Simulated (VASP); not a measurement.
Input of a VASP 6.6.1 run:

File INCAR:

```
PREC = Accurate
ENCUT = 520
EDIFF = 1E-7
ISMEAR = 0
SIGMA = 0.05
LREAL = F
LASPH = T
NELM = 80
ALGO = Normal
ISIF = 2
LWAVE = F
LCHARG = F
NBANDS = 26
```

KPOINTS

```
Automatic mesh
0
Gamma
  8 8 8
```

File POSCAR:

```
C
1.0
   -2.3742423240      2.3742423240      2.4827102475
    2.3742423240     -2.3742423240      2.4827102475
    2.3742423240      2.3742423240     -2.4827102475
C
8
Direct
    0.3254710859      0.0000000000      0.0000000000
    0.6745289141      0.6745289141      0.6745289141
    0.0000000000      0.3254710859      0.0000000000
    0.0000000000      0.0000000000      0.3254710859
    0.0000000000      0.6745289141      0.0000000000
    0.3254710859      0.3254710859      0.3254710859
    0.6745289141      0.0000000000      0.0000000000
    0.0000000000      0.0000000000      0.6745289141
```

Potentials or basis: VASP PAW LDA potentials, release 64 (C).

Launch:

```bash
$ cat potpaw_LDA.64/C/POTCAR > POTCAR
$ mpirun -np 1 vasp_std > vasp.out
```

Q: Estimate the band gap on the k mesh.

A: 2.31 eV, indirect (least direct gap 2.80 eV).

Q: What does it give for the largest force?

A: 0.874 eV/Å.

Q: Predict the pressure.

A: 2.0 GPa.

Forces on the atoms (eV/Å):
```
C   -0.450  0.450 -0.600
C   -0.450 -0.450  0.600
C    0.450 -0.450 -0.600
C    0.450  0.450  0.600
C   -0.450  0.450  0.600
C    0.450  0.450 -0.600
C    0.450 -0.450  0.600
C   -0.450 -0.450 -0.600
```

Caveat: the cell differs from its parent crystal (strain -0.015 along x and y, +0.030 along z). A k mesh can miss the band edges.
